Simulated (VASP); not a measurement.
Wanted: the native input for a VASP 6.6.1 run.

| Property | Result |
| --- | --- |
| Task | single point |
| Functional | PBE |
| Potentials or basis | VASP PAW PBE potentials, release 64 (Cd, Se) |
| Cutoff | 520 eV |
| k mesh | 8 × 8 × 8 |
| Occupations | gaussian, width 0.025 eV |
| Spin | no spin polarisation |
| Dipole correction | no |
| Further INCAR settings | ALGO = Normal; EDIFF = 1e-06; NBANDS = 16 |

The structure of CdSe lies in POSCAR:

```
CdSe
1.0
    0.0000000000      3.0702711986      3.0702711986
    3.0702711986      0.0000000000      3.0702711986
    3.0702711986      3.0702711986      0.0000000000
Cd Se
1 1
Direct
    0.0000000000      0.0000000000      0.0000000000
    0.2500000000      0.2500000000      0.2500000000
```

The input as run:

INCAR

```
SYSTEM = CdSe
PREC = Accurate ; ENCUT = 520
EDIFF = 1E-6 ; ISMEAR = 0
SIGMA = 0.025 ; LREAL = .False.
LASPH = .True. ; NELM = 80
ALGO = Normal ; ISIF = 2
LWAVE = .False. ; LCHARG = .True.
GGA = PE ; LELF = .True.
LVHAR = .True. ; NBANDS = 16
```

KPOINTS

```
regular mesh
0
Gamma
  8 8 8
  0 0 0
```

Potentials or basis: VASP PAW PBE potentials, release 64 (Cd, Se).

Run with:

```sh
$ cat potpaw_PBE.64/Cd/POTCAR potpaw_PBE.64/Se/POTCAR > POTCAR
$ mpirun -np 1 vasp_std > vasp.out
```

It gave:

| Item | Value |
| --- | --- |
| Pressure | 1.6 GPa |
| Band gap on the k mesh | 0.55 eV, direct |

Wall time 14 s on 1 thread of Intel(R) Xeon(R) 6975P-C (Granite Rapids), with other jobs on the host, peak memory 0.18 GiB.
